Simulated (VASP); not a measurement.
# CuNi2 (P-62m) in VASP: a series of runs

Runs on CuNi2. Level: PBE. Tasks: single point.

All numbers are computed with VASP 6.6.1; they aren't measurements. Logs are shortened: lines on timing, memory, paths and dates and some standing lists are left out, and cuts for length are marked.

## Step 1: The cell of the first run

The structure is hexagonal, space group P-62m (No. 189). Conventional cell: a = 4.366 Å, b = 4.366 Å, c = 3.983 Å, α = 90.00°, β = 90.00°, γ = 120.00°. Cu (site symmetry -6) has 9 Ni at 2.47 to 2.52 Å and 3 Cu at 2.52 Å within 3.3 Å. Within 3.3 Å of Ni (site symmetry -62m) lie 6 Ni at 2.47 Å and 6 Cu at 2.52 Å. Within 3.3 Å of Ni (site symmetry m2m) lie 4 Cu at 2.47 Å and 8 Ni at 2.47 to 2.52 Å.

## Step 2: Single point, PBE, collinear spin, ferromagnetic start

Contents of INCAR:

```
SYSTEM = CuNi2
PREC     = Accurate       ! precision mode
ENCUT    = 520            ! plane-wave cutoff, eV
EDIFF    = 1E-6           ! SCF threshold, eV
ISMEAR   = 0              ! smearing method
SIGMA    = 0.1            ! smearing width, eV
LREAL    = .FALSE.        ! projectors in reciprocal space
LASPH    = .TRUE.         ! aspherical terms in the spheres
NELM     = 150            ! most SCF steps
ALGO     = Fast           ! electronic algorithm
ISIF     = 2              ! what is computed and relaxed
LWAVE    = .FALSE.        ! write WAVECAR
LCHARG   = .TRUE.         ! write CHGCAR
ISPIN    = 2              ! spin polarisation
MAGMOM   = 0 0 2 2 2 2    ! initial moments
LORBIT   = 11             ! projections on sites
LMAXMIX  = 4              ! l up to which the mixer works
GGA      = PE             ! functional
LELF     = .TRUE.         ! ELF
LVHAR    = .TRUE.       
NBANDS   = 44             ! bands
```

Contents of KPOINTS:

```
regular mesh
0
G
  6 6 4
  0 0 0
```

Contents of POSCAR:

```
CuNi2
1.0
    4.3659707900      0.0000000000      0.0000000000
   -2.1829853900      3.7810416200      0.0000000000
    0.0000000000      0.0000000000      3.9825327900
Cu Ni
2 4
Direct
    0.6666666700      0.3333333300      0.0000000000
    0.3333333300      0.6666666700      0.0000000000
    0.0000000000      0.0000000000      0.0000000000
    0.0000000000      0.3333333300      0.5000000000
    0.6666666700      0.6666666700      0.5000000000
    0.3333333300      0.0000000000      0.5000000000
```

Potentials or basis: VASP PAW PBE potentials, release 64 (Cu, Ni).

The run is started by

```console
$ cat potpaw_PBE.64/Cu/POTCAR potpaw_PBE.64/Ni/POTCAR > POTCAR
$ mpirun -np 1 vasp_std > vasp.out
```

OUTCAR:

```text
SYSTEM = CuNi2
   PREC = Accurate
   ENCUT = 520
   EDIFF = 1E-6
   ISMEAR = 0
   LREAL = .FALSE.
   LASPH = .TRUE.
   NELM = 150
   ISIF = 2
   ISPIN = 2
   LORBIT = 11
   GGA = PE

 ion  position               nearest neighbor table
   1  0.667  0.333  0.000-   4 2.47   4 2.47   6 2.47   6 2.47   5 2.47   5 2.47   3 2.52   2 2.52
                             2 2.52   3 2.52   3 2.52   2 2.52
   2  0.333  0.667  0.000-   6 2.47   6 2.47   4 2.47   4 2.47   5 2.47   5 2.47   3 2.52   1 2.52
                             1 2.52   3 2.52   3 2.52   1 2.52
   3  0.000  0.000  0.000-   6 2.47   6 2.47   4 2.47   4 2.47   5 2.47   5 2.47   1 2.52   2 2.52
                             1 2.52   2 2.52   1 2.52   2 2.52
   4  0.000  0.333  0.500-   1 2.47   1 2.47   3 2.47   3 2.47   2 2.47   2 2.47   6 2.52   5 2.52
                             5 2.52   5 2.52   6 2.52   6 2.52
   5  0.667  0.667  0.500-   3 2.47   3 2.47   2 2.47   2 2.47   1 2.47   1 2.47   6 2.52   4 2.52
                             6 2.52   4 2.52   4 2.52   6 2.52
   6  0.333  0.000  0.500-   3 2.47   3 2.47   2 2.47   2 2.47   1 2.47   1 2.47   4 2.52   5 2.52
                             5 2.52   4 2.52   4 2.52   5 2.52

  LATTYP: Found a hexagonal cell.
 ALAT       =     4.3659707900
 C/A-ratio  =     0.9121757752

  Lattice vectors:

 A1 = (   4.3659707900,   0.0000000000,   0.0000000000)
 A2 = (  -2.1829853900,   3.7810416200,   0.0000000000)
 A3 = (   0.0000000000,   0.0000000000,   3.9825327900)

Analysis of symmetry for initial positions (statically):
=====================================================================
 Subroutine PRICEL returns:
 Original cell was already a primitive cell.

 Routine SETGRP: Setting up the symmetry group for a
 hexagonal supercell.

 Subroutine GETGRP returns: Found 12 space group operations
 (whereof 12 operations were pure point group operations)
 out of a pool of 24 trial point group operations.

The static configuration has the point symmetry D_3h.

Analysis of symmetry for dynamics (positions and initial velocities):
=====================================================================
 Subroutine PRICEL returns:
 Original cell was already a primitive cell.

 Routine SETGRP: Setting up the symmetry group for a
 hexagonal supercell.

 Subroutine GETGRP returns: Found 12 space group operations
 (whereof 12 operations were pure point group operations)
 out of a pool of 24 trial point group operations.

The dynamic configuration has the point symmetry D_3h.

Analysis of structural, dynamic, and magnetic symmetry:
=====================================================================
 Subroutine PRICEL returns:
 Original cell was already a primitive cell.

 Routine SETGRP: Setting up the symmetry group for a
 hexagonal supercell.

 Subroutine GETGRP returns: Found 12 space group operations
 (whereof 12 operations were pure point group operations)
 out of a pool of 24 trial point group operations.

The overall configuration has the point symmetry D_3h.

 Subroutine INISYM returns: Found 12 space group operations
 (whereof 12 operations are pure point group operations),
 and found     1 'primitive' translations

----------------------------------------------------------------------------------------

                                     Primitive cell

  volume of cell :      65.7433

  direct lattice vectors                    reciprocal lattice vectors
     4.365970790  0.000000000  0.000000000     0.229044134  0.132238692  0.000000000
    -2.182985390  3.781041620  0.000000000     0.000000000  0.264477385  0.000000000
     0.000000000  0.000000000  3.982532790     0.000000000  0.000000000  0.251096489

  length of vectors
     4.365970790  4.365970791  3.982532790     0.264477385  0.264477385  0.251096489

  position of ions in fractional coordinates (direct lattice)
     0.666666670  0.333333330  0.000000000
     0.333333330  0.666666670  0.000000000
     0.000000000  0.000000000  0.000000000
     1.000000000  0.333333330  0.500000000
     0.666666670  0.666666670  0.500000000
     0.333333330  0.000000000  0.500000000

  ion indices of the primitive-cell ions
   primitive index   ion index
                 1           1
                 2           2
                 3           3
                 4           4
                 5           5
                 6           6

----------------------------------------------------------------------------------------

 KPOINTS: regular mesh

Automatic generation of k-mesh.
 Grid dimensions read from file:
 generate k-points for:    6    6    4

 Generating k-lattice:

  Cartesian coordinates                     Fractional coordinates (reciprocal lattice)
     0.038174022  0.022039782  0.000000000     0.166666667 -0.000000000  0.000000000
     0.000000000  0.044079564  0.000000000     0.000000000  0.166666667  0.000000000
     0.000000000  0.000000000  0.062774122     0.000000000  0.000000000  0.250000000

  Length of vectors
     0.044079564  0.044079564  0.062774122

  Shift w.r.t. Gamma in fractional coordinates (k-lattice)
     0.000000000  0.000000000  0.000000000

 Subroutine IBZKPT returns following result:
 ===========================================

 Found     21 irreducible k-points:

 Following reciprocal coordinates:
            Coordinates               Weight
  0.000000  0.000000  0.000000      1.000000
  0.166667  0.000000  0.000000      6.000000
  0.333333  0.000000  0.000000      6.000000
  0.500000  0.000000  0.000000      3.000000
  0.166667  0.166667  0.000000      6.000000
  0.333333  0.166667  0.000000     12.000000
[... 13 lines left out ...]
  0.333333  0.166667  0.500000     12.000000
  0.333333  0.333333  0.500000      2.000000
   k-points           NKPTS =     21   k-points in BZ     NKDIM =     21   number of bands    NBANDS=     44
   number of dos      NEDOS =    301   number of ions     NIONS =      6
   total plane-waves  NPLWV =  30720
   dimension x,y,z NGX =    32 NGY =   32 NGZ =   30
   dimension x,y,z NGXF=    64 NGYF=   64 NGZF=   60
   ions per type =               2   4
   NGX,Y,Z   is equivalent  to a cutoff of  12.18, 12.18, 12.52 a.u.
   NGXF,Y,Z  is equivalent  to a cutoff of  24.37, 24.37, 25.05 a.u.
 SYSTEM =  CuNi2
   PREC   = accura    normal or accurate (medium, high low for compatibility)
   ISTART =      0    job   : 0-new  1-cont  2-samecut
   ICHARG =      2    charge: 1-file 2-atom 10-const
   ISPIN  =      2    spin polarized calculation?
   LNONCOLLINEAR =      F non collinear calculations
   LSORBIT =      F    spin-orbit coupling
   LASPH  =      T    aspherical Exc in radial PAW
   ENCUT  =  520.0 eV  38.22 Ry    6.18 a.u.   8.12  8.12  7.40*2*pi/ulx,y,z
   NELM   =    150;   NELMIN=  2; NELMDL= -5     # of ELM steps
   EDIFF  = 0.1E-05   stopping-criterion for ELM
   LREAL  =      F    real-space projection
   EDIFFG = 0.1E-04   stopping-criterion for IOM
   NSW    =      0    number of steps for IOM
   IBRION =     -1    ionic relax: 0-MD 1-quasi-New 2-CG
   NFREE  =      0    steps in history (QN), initial steepest desc. (CG)
   ISIF   =      2    stress and relaxation
   ISYM   =      2    0-nonsym 1-usesym 2-fastsym
   POTIM  = 0.5000    time-step for ionic-motion
   TEBEG  =    0.0;   TEEND  =   0.0 temperature during run
   PSTRESS=    0.0 pullay stress
   NELECT =      62.0000    total number of electrons
   NUPDOWN=      -1.0000    fix difference up-down
   EMIN   =  10.00;   EMAX   =-10.00  energy-range for DOS
   EFERMI =   0.00;   METHOD = LEGACY
   ISMEAR =     0;   SIGMA  =   0.10  broadening in eV -4-tet -1-fermi 0-gaus
   EFERMI_NEDOS =   21; number of points for ismear=-14 and -15
   IALGO  =     68    algorithm
   IMIX   =      4    mixing-type and parameters
     AMIX     =   0.40;   BMIX     =  1.00
     AMIX_MAG =   1.60;   BMIX_MAG =  1.00
  volume/ion in A,a.u.               =      10.96        73.94
  Fermi-wavevector in a.u.,A,eV,Ry     =   1.605418  3.033800 35.067215  2.577368
  Thomas-Fermi vector in A             =   2.701768
   LORBIT       =     11    0 simple, 1 ext, 2 COOP (PROOUT), +10 PAW based schemes
   GGA     = PE    functional components
   LHFCALC =     F    Hartree Fock is set to
   AEXX    =    0.0000 exact exchange contribution
   IVDW    =     0    specifies the selected vdW correction
   LEPSILON=     F    determine dielectric tensor
   LRPA    =     F    only Hartree local field effects (RPA)
 spin polarized calculation
 RMM-DIIS sequential band-by-band and
 Gauss-broadening in eV      SIGMA  =   0.10
  energy-cutoff  :      520.00
  volume of cell :       65.74
 maximum number of plane-waves:      1794
   NGX = 17   NGY = 17   NGZ = 15

 number of electron      61.9999991 magnetization       1.6098470

 Free energy of the ion-electron system (eV)
  ---------------------------------------------------
  ext. energy  EPLUGINS =         0.00000000
  ---------------------------------------------------
  free energy    TOTEN  =       -28.96785771 eV

  energy without entropy =      -28.91566580  energy(sigma->0) =      -28.94176175

 E-fermi :   8.8339     XC(G=0): -13.1895

 val. band max:        8.8271751949   @ k =   0.1667   0.0000   0.2500
 cond. band min:       8.8355958353   @ k =   0.5000   0.0000   0.0000
 fundamental gap:      0.0084206404
 Fermi energy:         8.8338676072

 spin component 1

 k-point     1 :       0.0000    0.0000    0.0000
  band No.  band energies     occupation
      1      -0.2623      1.00000
      2       4.1153      1.00000
      3       4.9509      1.00000
      4       4.9509      1.00000
      5       5.0736      1.00000
      6       5.0770      1.00000
[... 35 lines left out ...]
     42      21.2656      0.00000
     43      21.4697      0.00000
[... 878 lines left out ...]
      2       4.0236      1.00000
      3       4.0879      1.00000
      4       4.1428      1.00000
      5       4.1480      1.00000
      6       4.1480      1.00000
[... 35 lines left out ...]
     42      19.5099      0.00000
     43      26.6294      0.00000
 Fermi energy:         8.8338676072

 spin component 2

 k-point     1 :       0.0000    0.0000    0.0000
  band No.  band energies     occupation
      1      -0.2822      1.00000
      2       4.2289      1.00000
      3       5.1020      1.00000
      4       5.1020      1.00000
      5       5.1644      1.00000
      6       5.1644      1.00000
[... 35 lines left out ...]
     42      21.2896      0.00000
     43      21.5245      0.00000
[... 878 lines left out ...]
      2       4.0915      1.00000
      3       4.1397      1.00000
      4       4.2103      1.00000
      5       4.2503      1.00000
      6       4.2503      1.00000
[... 35 lines left out ...]
     42      19.6186      0.00000
     43      26.6231      0.00000
 [bands above 43 left out]

------------------------ aborting loop because EDIFF is reached ----------------------------------------

  FORCE on cell =-STRESS in cart. coord.  units (eV):
  Direction    XX          YY          ZZ          XY          YZ          ZX
  --------------------------------------------------------------------------------------
  -------------------------------------------------------------------------------------
  Total        0.6081909      0.6081909      4.8179608      0.0000000      0.0000000      0.0000000
  in kB       14.8217289     14.8217289    117.4146272      0.0000000      0.0000000      0.0000000
  external PRESSURE =      49.0193617 kB  Pullay stress =       0.0000000 kB

 VOLUME and BASIS-vectors are now :
 -----------------------------------------------------------------------------
  energy-cutoff  :      520.00
  volume of cell :       65.74
      direct lattice vectors                 reciprocal lattice vectors
     4.365970790  0.000000000  0.000000000     0.229044134  0.132238692  0.000000000
    -2.182985390  3.781041620  0.000000000     0.000000000  0.264477385  0.000000000
     0.000000000  0.000000000  3.982532790     0.000000000  0.000000000  0.251096489

 POSITION                                       TOTAL-FORCE (eV/Angst)
 -----------------------------------------------------------------------------------
      2.18299      1.26035      0.00000         0.000000     -0.000000     -0.000000
     -0.00000      2.52069      0.00000         0.000000     -0.000000     -0.000000
      0.00000      0.00000      0.00000         0.000000     -0.000000     -0.000000
     -0.72766      1.26035      1.99127         0.129930     -0.225046     -0.000000
      1.45532      2.52069      1.99127         0.129930      0.225046     -0.000000
      1.45532      0.00000      1.99127        -0.259860     -0.000000      0.000000
 -----------------------------------------------------------------------------------
    total drift:                                0.000002      0.000003     -0.000000

  FREE ENERGIE OF THE ION-ELECTRON SYSTEM (eV)
  ---------------------------------------------------
  free  energy   TOTEN  =       -28.9678577085 eV

  energy  without entropy=      -28.9156657987  energy(sigma->0) =      -28.94176175

 total charge

# of ion       s       p       d       tot
------------------------------------------
    1        0.475   0.443   9.168  10.085
    2        0.475   0.443   9.168  10.085
    3        0.477   0.472   8.363   9.312
    4        0.489   0.477   8.347   9.312
    5        0.489   0.477   8.347   9.312
    6        0.489   0.477   8.347   9.312
--------------------------------------------------
tot          2.893   2.787  51.739  57.418

 magnetization (x)

# of ion       s       p       d       tot
------------------------------------------
    1       -0.002  -0.012   0.024   0.010
    2       -0.002  -0.012   0.024   0.010
    3       -0.002  -0.010   0.382   0.370
    4       -0.003  -0.012   0.437   0.421
    5       -0.003  -0.012   0.437   0.421
    6       -0.003  -0.012   0.437   0.421
--------------------------------------------------
tot         -0.017  -0.071   1.741   1.654
```

Run time: 2 min. Hardware: 1 thread of Intel Xeon Platinum 8488C (Sapphire Rapids), shared host; peak memory 0.24 GiB.

What came out:

| Item | Value |
| --- | --- |
| Free energy | -28.9679 eV |
| Pressure | 4.9 GPa |
| Largest force | 0.260 eV/Å |
| Net moment | 1.61 μB per cell |
| Site moments | Cu +0.01; Ni +0.37, +0.42 (each value once) μB |
| Valence electrons inside the program's atomic spheres | Cu 10.09; Ni 9.31 |

Forces on the atoms (eV/Å):
```
Cu   0.000  0.000  0.000
Cu   0.000  0.000  0.000
Ni   0.000  0.000  0.000
Ni   0.130 -0.225  0.000
Ni   0.130  0.225  0.000
Ni  -0.260  0.000  0.000
```

Caveat: the k points lie up to 0.39 Å⁻¹ apart.

(Part 1 of 3 ends here.)
